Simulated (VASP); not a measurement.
# Hf (Im-3m) in VASP: a series of runs

Runs on Hf. Level: PBE+D3(BJ). Tasks: single point, relaxation of cell and atoms.

All numbers are computed with VASP 6.6.1; they aren't measurements. Logs are shortened: lines on timing, memory, paths and dates and some standing lists are left out, and cuts for length are marked.

## 1. The cell of the first run

Symmetry: Im-3m, No. 229, cubic system. Conventional cell: a = 3.505 Å, b = 3.505 Å, c = 3.505 Å, α = 90.00°, β = 90.00°, γ = 90.00°. Within 4.0 Å of Hf (site symmetry m-3m) lie 14 Hf at 3.04 to 3.50 Å.

## 2. Single point, PBE+D3(BJ)

Input file INCAR:

```
SYSTEM = Hf
ALGO = Normal
EDIFF = 1E-6
ENCUT = 520
GGA = PE
ISIF = 2
ISMEAR = 0
IVDW = 12
LASPH = .True.
LCHARG = .False.
LREAL = .False.
LWAVE = .False.
NBANDS = 11
NELM = 100
PREC = Accurate
SIGMA = 0.1
```

Input file KPOINTS:

```
k-points
0
Gamma
  16 16 16
  0 0 0
```

Input file POSCAR:

```
Hf
1.0
   -1.7523573172      1.7523573172      1.7523573172
    1.7523573172     -1.7523573172      1.7523573172
    1.7523573172      1.7523573172     -1.7523573172
Hf
1
Direct
    0.0000000000      0.0000000000      0.0000000000
```

Potentials or basis: VASP PAW PBE potentials, release 64 (Hf_pv).

Command:

```sh
$ cat potpaw_PBE.64/Hf_pv/POTCAR > POTCAR
$ mpirun -np 1 vasp_std > vasp.out
```

OUTCAR:

```text
SYSTEM = Hf
   EDIFF = 1E-6
   ENCUT = 520
   GGA = PE
   ISIF = 2
   ISMEAR = 0
   IVDW = 12
   LASPH = .True.
   LREAL = .False.
   NELM = 100
   PREC = Accurate
 IVDW          = 12

 ion  position               nearest neighbor table
   1  0.000  0.000  0.000-

  LATTYP: Found a body centered cubic cell.
 ALAT       =     3.5047146344

  Lattice vectors:

 A1 = (  -1.7523573172,   1.7523573172,   1.7523573172)
 A2 = (   1.7523573172,  -1.7523573172,   1.7523573172)
 A3 = (   1.7523573172,   1.7523573172,  -1.7523573172)

Analysis of symmetry for initial positions (statically):
=====================================================================
 Subroutine PRICEL returns:
 Original cell was already a primitive cell.

 Routine SETGRP: Setting up the symmetry group for a
 body centered cubic supercell.

 Subroutine GETGRP returns: Found 48 space group operations
 (whereof 48 operations were pure point group operations)
 out of a pool of 48 trial point group operations.

The static configuration has the point symmetry O_h .

Analysis of symmetry for dynamics (positions and initial velocities):
=====================================================================
 Subroutine PRICEL returns:
 Original cell was already a primitive cell.

 Routine SETGRP: Setting up the symmetry group for a
 body centered cubic supercell.

 Subroutine GETGRP returns: Found 48 space group operations
 (whereof 48 operations were pure point group operations)
 out of a pool of 48 trial point group operations.

The dynamic configuration has the point symmetry O_h .

 Subroutine INISYM returns: Found 48 space group operations
 (whereof 48 operations are pure point group operations),
 and found     1 'primitive' translations

----------------------------------------------------------------------------------------

                                     Primitive cell

  volume of cell :      21.5242

  direct lattice vectors                    reciprocal lattice vectors
    -1.752357317  1.752357317  1.752357317     0.000000000  0.285329935  0.285329935
     1.752357317 -1.752357317  1.752357317     0.285329935  0.000000000  0.285329935
     1.752357317  1.752357317 -1.752357317     0.285329935  0.285329935  0.000000000

  length of vectors
     3.035171906  3.035171906  3.035171906     0.403517464  0.403517464  0.403517464

  position of ions in fractional coordinates (direct lattice)
     0.000000000  0.000000000  0.000000000

  ion indices of the primitive-cell ions
   primitive index   ion index
                 1           1

----------------------------------------------------------------------------------------
[... 82 lines left out ...]
   NUPDOWN=      -1.0000    fix difference up-down
   EMIN   =  10.00;   EMAX   =-10.00  energy-range for DOS
   EFERMI =   0.00;   METHOD = LEGACY
   ISMEAR =     0;   SIGMA  =   0.10  broadening in eV -4-tet -1-fermi 0-gaus
   EFERMI_NEDOS =   21; number of points for ismear=-14 and -15
   IALGO  =     38    algorithm
   IMIX   =      4    mixing-type and parameters
     AMIX     =   0.40;   BMIX     =  1.00
     AMIX_MAG =   1.60;   BMIX_MAG =  1.00
  volume/ion in A,a.u.               =      21.52       145.25
  Fermi-wavevector in a.u.,A,eV,Ry     =   1.267940  2.396060 21.873717  1.607673
  Thomas-Fermi vector in A             =   2.401062
   LORBIT       =      0    0 simple, 1 ext, 2 COOP (PROOUT), +10 PAW based schemes
   GGA     = PE    functional components
   LHFCALC =     F    Hartree Fock is set to
   AEXX    =    0.0000 exact exchange contribution
   IVDW    =    12    specifies the selected vdW correction
   LEPSILON=     F    determine dielectric tensor
   LRPA    =     F    only Hartree local field effects (RPA)
 non-spin polarized calculation
 Gauss-broadening in eV      SIGMA  =   0.10
  energy-cutoff  :      520.00
  volume of cell :       21.52
 maximum number of plane-waves:       603
   NGX = 11   NGY = 11   NGZ = 11

 number of electron      10.0000000 magnetization

 number of electron       9.9999999 magnetization

 Free energy of the ion-electron system (eV)
  ---------------------------------------------------
  ext. energy  EPLUGINS =         0.00000000
  ---------------------------------------------------
  free energy    TOTEN  =        -9.74230659 eV

  energy without entropy =       -9.73522586  energy(sigma->0) =       -9.73876623

 E-fermi :   4.8380     XC(G=0): -11.4594

 val. band max:        4.8281898034   @ k =   0.2500   0.2500   0.0000
 cond. band min:       4.8683687277   @ k =   0.3125   0.1875   0.0625
 fundamental gap:      0.0401789243
 Fermi energy:         4.8380377888

 k-point     1 :       0.0000    0.0000    0.0000
  band No.  band energies     occupation
      1     -24.8422      2.00000
      2     -24.8422      2.00000
      3     -24.8422      2.00000
      4      -2.3210      2.00000
      5       6.3996      0.00000
      6       6.3996      0.00000
      7       6.3996      0.00000
      8       9.2923      0.00000
      9       9.2923      0.00000
     10      18.3103      0.00000
     11      18.3103      0.00000
[... 309 lines left out ...]
 k-point    24 :       0.2500    0.1875    0.0000
  band No.  band energies     occupation
      1     -25.5734      2.00000
      2     -25.1437      2.00000
      3     -24.9220      2.00000
      4       1.6501      2.00000
      5       4.3405      2.00000
      6       4.8735      0.61619
      7       8.6896      0.00000
      8      10.0766      0.00000
      9      11.5759      0.00000
     10      16.2956      0.00000
     11      18.2568      0.00000

 [... further k-points ...]

------------------------ aborting loop because EDIFF is reached ----------------------------------------

 Edisp (eV)   -0.46852

 E8    (eV) :    -0.2514

  FORCE on cell =-STRESS in cart. coord.  units (eV):
  Direction    XX          YY          ZZ          XY          YZ          ZX
  --------------------------------------------------------------------------------------
  -------------------------------------------------------------------------------------
  Total      -0.04284    -0.04284    -0.04284     0.00000     0.00000    -0.00000
  in kB      -3.18854    -3.18854    -3.18854     0.00000     0.00000    -0.00000
  external pressure =       -3.19 kB  Pullay stress =        0.00 kB

 VOLUME and BASIS-vectors are now :
 -----------------------------------------------------------------------------
  energy-cutoff  :      520.00
  volume of cell :       21.52
      direct lattice vectors                 reciprocal lattice vectors
    -1.752357317  1.752357317  1.752357317     0.000000000  0.285329935  0.285329935
     1.752357317 -1.752357317  1.752357317     0.285329935  0.000000000  0.285329935
     1.752357317  1.752357317 -1.752357317     0.285329935  0.285329935  0.000000000

 POSITION                                       TOTAL-FORCE (eV/Angst)
 -----------------------------------------------------------------------------------
      0.00000      0.00000      0.00000         0.000000      0.000000     -0.000000
 -----------------------------------------------------------------------------------
    total drift:                                0.000000      0.000000      0.000000

  FREE ENERGIE OF THE ION-ELECTRON SYSTEM (eV)
  ---------------------------------------------------
  free  energy   TOTEN  =       -10.2108291678 eV

  energy  without entropy=      -10.2037484400  energy(sigma->0) =      -10.20728880
```

Run time: 19 s. Hardware: 1 thread of Intel Xeon Platinum 8259CL at 2.50GHz (Skylake/Cascade Lake), shared host; peak memory 0.17 GiB.

What came out:

* Free energy: -10.2108 eV
* Pressure: -0.3 GPa
* Band gap on the k mesh: zero (band 5 reaches 6.40 eV, above the bottom of band 6 at 4.07 eV)
* Dispersion energy per atom: -0.469 eV

Levels at points of the mesh, in eV from the Fermi level:
| k point | band 2 | band 3 | band 4 | band 5 | band 6 | band 7 | band 8 | band 9 |
| --- | --- | --- | --- | --- | --- | --- | --- | --- |
| (0.00, 0.00, 0.00) | -29.68 | -29.68 | -7.16 | 1.56 | 1.56 | 1.56 | 4.45 | 4.45 |
| (0.50, 0.00, 0.00) | -29.98 | -29.69 | -3.49 | -0.56 | 1.22 | 4.31 | 5.35 | 7.96 |
| (0.50, 0.50, 0.50) | -30.33 | -30.33 | -2.74 | -2.74 | 7.08 | 7.08 | 7.08 | 7.54 |

Caveat: spin-orbit coupling is left out, which moves the levels of the heavy elements; pairwise dispersion overbinds metals, which lowers pressure and volume.

## 3. Relaxation of cell and atoms, PBE+D3(BJ)

Input file INCAR:

```
  PREC = Accurate
  ENCUT = 600
  EDIFF = 1E-6
  ISMEAR = 0
  SIGMA = 0.1
  LREAL = False
  LASPH = True
  NELM = 100
  ALGO = Normal
  ISIF = 3
  LWAVE = False
  LCHARG = False
  GGA = PE
  IVDW = 12
  IBRION = 2
  NSW = 100
  EDIFFG = -0.005
```

Input file KPOINTS:

```
regular mesh
0
Gamma
  16 16 16
```

Input file POSCAR:

```
Hf
1.0
   -1.7530793272      1.7530793272      1.7530793272
    1.7530793272     -1.7530793272      1.7530793272
    1.7530793272      1.7530793272     -1.7530793272
Hf
1
Direct
    0.0000000000      0.0000000000      0.0000000000
```

Potentials or basis: VASP PAW PBE potentials, release 64 (Hf_pv).

Command:

```sh
$ cat potpaw_PBE.64/Hf_pv/POTCAR > POTCAR
$ mpirun -np 1 vasp_std > vasp.out
```

OUTCAR:

```text
PREC = Accurate
   ENCUT = 600
   EDIFF = 1E-6
   ISMEAR = 0
   LREAL = False
   LASPH = True
   NELM = 100
   ISIF = 3
   GGA = PE
   IVDW = 12
   IBRION = 2
   NSW = 100
   EDIFFG = -0.005
 IVDW          = 12

 ion  position               nearest neighbor table
   1  0.000  0.000  0.000-

  LATTYP: Found a body centered cubic cell.
 ALAT       =     3.5061586544

  Lattice vectors:

 A1 = (  -1.7530793272,   1.7530793272,   1.7530793272)
 A2 = (   1.7530793272,  -1.7530793272,   1.7530793272)
 A3 = (   1.7530793272,   1.7530793272,  -1.7530793272)

Analysis of symmetry for initial positions (statically):
=====================================================================
 Subroutine PRICEL returns:
 Original cell was already a primitive cell.

 Routine SETGRP: Setting up the symmetry group for a
 body centered cubic supercell.

 Subroutine GETGRP returns: Found 48 space group operations
 (whereof 48 operations were pure point group operations)
 out of a pool of 48 trial point group operations.

The static configuration has the point symmetry O_h .

Analysis of symmetry for dynamics (positions and initial velocities):
=====================================================================
 Subroutine PRICEL returns:
 Original cell was already a primitive cell.

 Routine SETGRP: Setting up the symmetry group for a
 body centered cubic supercell.

 Subroutine GETGRP returns: Found 48 space group operations
 (whereof 48 operations were pure point group operations)
 out of a pool of 48 trial point group operations.

The dynamic configuration has the point symmetry O_h .

 Subroutine INISYM returns: Found 48 space group operations
 (whereof 48 operations are pure point group operations),
 and found     1 'primitive' translations

----------------------------------------------------------------------------------------

                                     Primitive cell

  volume of cell :      21.5509
[... 96 lines left out ...]
   TEBEG  =    0.0;   TEEND  =   0.0 temperature during run
   PSTRESS=    0.0 pullay stress
   NELECT =      10.0000    total number of electrons
   NUPDOWN=      -1.0000    fix difference up-down
   EMIN   =  10.00;   EMAX   =-10.00  energy-range for DOS
   EFERMI =   0.00;   METHOD = LEGACY
   ISMEAR =     0;   SIGMA  =   0.10  broadening in eV -4-tet -1-fermi 0-gaus
   EFERMI_NEDOS =   21; number of points for ismear=-14 and -15
   IALGO  =     38    algorithm
   IMIX   =      4    mixing-type and parameters
     AMIX     =   0.40;   BMIX     =  1.00
     AMIX_MAG =   1.60;   BMIX_MAG =  1.00
  volume/ion in A,a.u.               =      21.55       145.43
  Fermi-wavevector in a.u.,A,eV,Ry     =   1.267418  2.395073 21.855703  1.606349
  Thomas-Fermi vector in A             =   2.400567
   LORBIT       =      0    0 simple, 1 ext, 2 COOP (PROOUT), +10 PAW based schemes
   GGA     = PE    functional components
   LHFCALC =     F    Hartree Fock is set to
   AEXX    =    0.0000 exact exchange contribution
   IVDW    =    12    specifies the selected vdW correction
   LEPSILON=     F    determine dielectric tensor
   LRPA    =     F    only Hartree local field effects (RPA)
 conjugate gradient relaxation of ions
 non-spin polarized calculation
 Gauss-broadening in eV      SIGMA  =   0.10
  energy-cutoff  :      600.00
  volume of cell :       21.55
 maximum number of plane-waves:       736
   NGX = 13   NGY = 13   NGZ = 13

--------------------------------------- Ionic step        1  -------------------------------------------

 number of electron      10.0000000 magnetization

 number of electron       9.9999999 magnetization

 Free energy of the ion-electron system (eV)
  ---------------------------------------------------
  ext. energy  EPLUGINS =         0.00000000
  ---------------------------------------------------
  free energy    TOTEN  =        -9.74301546 eV

  energy without entropy =       -9.73593196  energy(sigma->0) =       -9.73947371

------------------------ aborting loop because EDIFF is reached ----------------------------------------

 Edisp (eV)   -0.46792

 E8    (eV) :    -0.2511
[... 69 lines left out ...]
--------------------------------------- Ionic step        3  -------------------------------------------

 number of electron       9.9999998 magnetization

 Free energy of the ion-electron system (eV)
  ---------------------------------------------------
  ext. energy  EPLUGINS =         0.00000000
  ---------------------------------------------------
  free energy    TOTEN  =        -9.74108136 eV

  energy without entropy =       -9.73400606  energy(sigma->0) =       -9.73754371

 E-fermi :   4.8587     XC(G=0): -11.4732

 val. band max:        4.8491837464   @ k =   0.2500   0.2500   0.0000
 cond. band min:       4.8884617271   @ k =   0.5000   0.5000   0.1250
 fundamental gap:      0.0392779807
 Fermi energy:         4.8586987368

 k-point     1 :       0.0000    0.0000    0.0000
  band No.  band energies     occupation
      1     -24.8099      2.00000
      2     -24.8099      2.00000
      3     -24.8099      2.00000
      4      -2.3099      2.00000
      5       6.4224      0.00000
      6       6.4224      0.00000
      7       6.4224      0.00000
      8       9.3238      0.00000
      9       9.3238      0.00000
[... 265 lines left out ...]
 k-point    24 :       0.2500    0.1875   -0.0000
  band No.  band energies     occupation
      1     -25.5484      2.00000
      2     -25.1143      2.00000
      3     -24.8905      2.00000
      4       1.6687      2.00000
      5       4.3575      2.00000
      6       4.8933      0.62431
      7       8.7194      0.00000
      8      10.1132      0.00000
      9      11.6185      0.00000

 [... further k-points ...]

------------------------ aborting loop because EDIFF is reached ----------------------------------------

 Edisp (eV)   -0.46998

 E8    (eV) :    -0.2522
[... 24 lines left out ...]
  FREE ENERGIE OF THE ION-ELECTRON SYSTEM (eV)
  ---------------------------------------------------
  free  energy   TOTEN  =       -10.2110635923 eV

  energy  without entropy=      -10.2039882951  energy(sigma->0) =      -10.20752594

 reached required accuracy - stopping structural energy minimisation
```

Wall time 39 s (1 thread of Intel Xeon Platinum 8259CL at 2.50GHz (Skylake/Cascade Lake), shared host); peak memory 0.18 GiB.

What came out:

| Item | Value |
| --- | --- |
| Free energy | -10.2111 eV |
| Relaxed volume | 21.46 Å³/atom |
| Relaxed cell | a = 3.032 Å, b = 3.032 Å, c = 3.032 Å, α = 109.47°, β = 109.47°, γ = 109.47° |
| Space group after relaxing (to 0.05 Å) | Im-3m (No. 229) |
| Energy gained by relaxing | 0.1 meV/atom |
| Ionic steps | 3 |
| Pressure after relaxing | 0.0 GPa |
| Band gap on the k mesh | zero (band 5 reaches 6.42 eV, above the bottom of band 6 at 4.08 eV) |
| Dispersion energy per atom | -0.470 eV |

Step by step:
| step | energy change (eV) | largest force (eV/Å) | pressure (GPa) | volume (Å³) |
| --- | --- | --- | --- | --- |
| 1 | 0.0000 | 0.0000 | -0.44 | 21.55 |
| 2 | 0.0000 | 0.0000 | 0.46 | 21.37 |
| 3 | -0.0001 | 0.0000 | 0.00 | 21.46 |

Final structure:
```xyz
1
Lattice="-1.7506 1.7506 1.7506 1.7506 -1.7506 1.7506 1.7506 1.7506 -1.7506" Properties=species:S:1:pos:R:3 pbc="T T T"
Hf    0.0000    0.0000    0.0000
```

Caveat: spin-orbit coupling is left out, which moves the levels of the heavy elements; pairwise dispersion overbinds metals, which lowers pressure and volume.

## 4. Single point, PBE+D3(BJ)

Input file INCAR:

```
  ALGO = Normal
  EDIFF = 1E-6
  ENCUT = 500
  GGA = PE
  GGA_COMPAT = F
  ISIF = 2
  ISMEAR = 0
  IVDW = 12
  LASPH = T
  LCHARG = T
  LELF = T
  LREAL = F
  LVHAR = T
  LWAVE = F
  NBANDS = 11
  NELM = 120
  PREC = Accurate
  SIGMA = 0.1
```

Input file KPOINTS:

```
k-points
0
Gamma
  8 8 8
```

POSCAR is that of step 3.

Command:

```sh
$ cat potpaw_PBE.64/Hf_pv/POTCAR > POTCAR
$ mpirun -np 1 vasp_std > vasp.out
```

Run time: 7.1 s. Hardware: 1 thread of AMD EPYC 7R43 (Zen 3), shared host; peak memory 0.1 GiB.

The run converged. Its results:

| Item | Value |
| --- | --- |
| Free energy | -10.2170 eV |
| Pressure | -0.3 GPa |
| Band gap on the k mesh | zero (band 5 reaches 6.39 eV, above the bottom of band 6 at 4.05 eV) |
| Dispersion energy per atom | -0.468 eV |

Levels at points of the mesh, in eV from the Fermi level:
| k point | band 2 | band 3 | band 4 | band 5 | band 6 | band 7 | band 8 | band 9 |
| --- | --- | --- | --- | --- | --- | --- | --- | --- |
| (0.00, 0.00, 0.00) | -29.66 | -29.66 | -7.12 | 1.59 | 1.59 | 1.59 | 4.48 | 4.48 |
| (0.50, 0.00, 0.00) | -29.96 | -29.67 | -3.46 | -0.53 | 1.25 | 4.33 | 5.37 | 7.97 |
| (0.50, 0.50, 0.50) | -30.31 | -30.31 | -2.70 | -2.70 | 7.09 | 7.09 | 7.09 | 7.56 |

Caveat: spin-orbit coupling is left out, which moves the levels of the heavy elements; pairwise dispersion overbinds metals, which lowers pressure and volume.

## 5. Overview

```tsv
task	cell	k mesh	cutoff (eV)	gap on the mesh (eV)	pressure (GPa)
single point	a = 3.035 Å, angles 109.5°, 1 atom	16 × 16 × 16	520	none	-0.3
relaxation of cell and atoms	relaxed from a = 3.036 Å, angles 109.5°, 1 atom	16 × 16 × 16	600	none	0.0
single point	a = 3.036 Å, angles 109.5°, 1 atom	8 × 8 × 8	500	none	-0.3
```

Alike in all rows: level PBE+D3(BJ); potentials or basis VASP PAW PBE potentials, release 64 (Hf_pv); no spin polarisation; smearing gaussian 0.1 eV.

Caveats: spin-orbit coupling is left out, which moves the levels of the heavy elements; pairwise dispersion overbinds metals, which lowers pressure and volume.

Total energies depend on the potentials used, so only differences within one code and one set of settings carry meaning.
